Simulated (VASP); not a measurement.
The system is Ni3Pt.

```xyz
4
Lattice="3.6246 0.0000 0.0000 0.0000 3.6246 0.0000 0.0000 0.0000 3.6246" Properties=species:S:1:pos:R:3 pbc="T T T"
Ni    1.8123    0.0000    1.8123
Ni    0.0000    1.8123    1.8123
Ni    1.8123    1.8123    0.0000
Pt    0.0000    0.0000    0.0000
```

| Quantity | Value |
| --- | --- |
| Program | VASP 6.6.1 |
| Task | relaxation of cell and atoms |
| Functional | LDA |
| Potentials or basis | VASP PAW LDA potentials, release 64 (Ni, Pt) |
| Cutoff | 600 eV |
| k mesh | 6 × 6 × 6 |
| Occupations | gaussian, width 0.1 eV |
| Spin | collinear spin, ferromagnetic start |
| Starting moments | [0.72, 0.72, 0.72, 0.34] μB |

At the start: pressure -11.9 GPa; volume 11.90 Å³/atom.

Problem. Where does the relaxation end?

Solution. Over 3 steps the energy falls by 23.5 meV/atom and the volume is 11.32 Å³/atom (-4.9 %); space group Pm-3m (No. 221, to 0.05 Å); moment 1.79 μB per cell.

Step by step:
| step | energy change (eV) | largest force (eV/Å) | pressure (GPa) | volume (Å³) |
| --- | --- | --- | --- | --- |
| 1 | 0.0000 | 0.0000 | -11.86 | 47.62 |
| 2 | 0.1473 | 0.0000 | 24.07 | 41.80 |
| 3 | -0.0938 | 0.0000 | -0.36 | 45.28 |

Final structure:
```
CELL_PARAMETERS angstrom
3.56417 0.00000 0.00000
0.00000 3.56417 0.00000
0.00000 0.00000 3.56417
ATOMIC_POSITIONS crystal
Ni 0.50000 0.00000 0.50000
Ni 0.00000 0.50000 0.50000
Ni 0.50000 0.50000 0.00000
Pt 0.00000 0.00000 0.00000
```
